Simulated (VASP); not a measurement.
Wanted: the native input for a VASP 6.6.1 run.

```yaml
Task: relaxation of shape and atoms at fixed volume
Functional: PBE
Potentials_or_basis: VASP PAW PBE potentials, release 64 (Ba_sv, Ti_sv, O)
Cutoff: 600 eV
k_mesh: 6 × 6 × 6
Occupations: gaussian, width 0.02 eV
Spin: no spin polarisation
Dipole_correction: no
Further_INCAR_settings: ALGO = Normal; EDIFF = 1e-07; IBRION = 2; EDIFFG = -0.01; NSW = 50; ISIF = 4
```

The structure of BaTiO3 lies in POSCAR:

```
BaTiO3
1.0
    2.9159375826      1.6835173483      2.4083350941
   -2.9159375826      1.6835173483      2.4083350941
    0.0000000000     -3.3670346966      2.4083350940
Ba Ti O
1 1 3
Direct
   -0.0077737656     -0.0077737656     -0.0077737656
    0.4770159701      0.4770159701      0.4770159701
    0.5121446830      0.5121446830      0.0256684294
    0.0256684294      0.5121446830      0.5121446830
    0.5121446830      0.0256684294      0.5121446830
```

These files were run (other wordings do the same):

INCAR

```
PREC = Accurate ; ENCUT = 600
EDIFF = 1E-7 ; ISMEAR = 0
SIGMA = 0.02 ; LREAL = F
LASPH = T ; NELM = 60
ALGO = Normal ; ISIF = 4
LWAVE = F ; LCHARG = F
GGA = PE ; IBRION = 2
NSW = 50 ; EDIFFG = -0.01
```

KPOINTS

```
regular mesh
0
Gamma
  6 6 6
```

Potentials or basis: VASP PAW PBE potentials, release 64 (Ba_sv, Ti_sv, O).

Run with:

```bash
$ cat potpaw_PBE.64/Ba_sv/POTCAR potpaw_PBE.64/Ti_sv/POTCAR potpaw_PBE.64/O/POTCAR > POTCAR
$ mpirun -np 1 vasp_std > vasp.out
```

Results of the run:

```json
{
  "Energy gained by relaxing": "1.2 meV/atom",
  "Ionic steps": "7",
  "Pressure after relaxing": "-3.9 GPa",
  "Largest force after relaxing": "0.007 eV/Å",
  "Band gap on the k mesh": "2.83 eV (least direct gap 3.40 eV)"
}
```

Caveat: spin-orbit coupling is left out, which moves the levels of the heavy elements.

It took 110 s on 1 thread of Intel(R) Xeon(R) 6975P-C (Granite Rapids), on a shared host, peak memory 0.25 GiB.
